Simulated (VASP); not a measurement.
A run of VASP 6.6.1:

Contents of POSCAR:

```
K
1.0
    0.0000000000      3.6825413167      3.6825413167
    3.6825413167      0.0000000000      3.6825413167
    3.6825413167      3.6825413167      0.0000000000
K
2
Direct
   -0.1250000000     -0.1250000000     -0.1250000000
    0.1250000000      0.1250000000      0.1250000000
```

File INCAR.step1:

```
SYSTEM = K
PREC = Accurate
ENCUT = 520
EDIFF = 1E-6
ISMEAR = -1
SIGMA = 0.1
LREAL = .False.
LASPH = .True.
NELM = 60
ALGO = Normal
ISIF = 2
LWAVE = .False.
LCHARG = .True.
GGA = PE
NBANDS = 16
```

The input KPOINTS.step1:

```
regular mesh
0
Gamma
  8 8 8
  0 0 0
```

The input INCAR.step2:

```
SYSTEM = K
PREC = Accurate
ENCUT = 520
EDIFF = 1E-6
ISMEAR = -5
SIGMA = 0.1
LREAL = .False.
LASPH = .True.
NELM = 60
ALGO = Normal
ISIF = 2
LWAVE = .False.
LCHARG = .False.
GGA = PE
LORBIT = 10
NBANDS = 16
NEDOS = 1001
ICHARG = 11
```

Contents of KPOINTS.step2:

```
regular mesh
0
Gamma
  12 12 12
  0 0 0
```

Potentials or basis: VASP PAW PBE potentials, release 64 (K_sv).

Command:

```bash
$ cat potpaw_PBE.64/K_sv/POTCAR > POTCAR
$ cp INCAR.step1 INCAR
$ cp KPOINTS.step1 KPOINTS
$ mpirun -np 1 vasp_std > vasp.out
$ cp INCAR.step2 INCAR
$ cp KPOINTS.step2 KPOINTS
$ mpirun -np 1 vasp_std > vasp.out
```

Hardware: 1 thread of AMD EPYC 9R45 96-Core Processor (Zen 5), on a shared host.

Problem. How long does it take, and how much memory?

Solution. Run time: 71 s on 1 thread of AMD EPYC 9R45 96-Core Processor (Zen 5), with other jobs on the host, peak memory 0.24 GiB. Counts: k points 72.
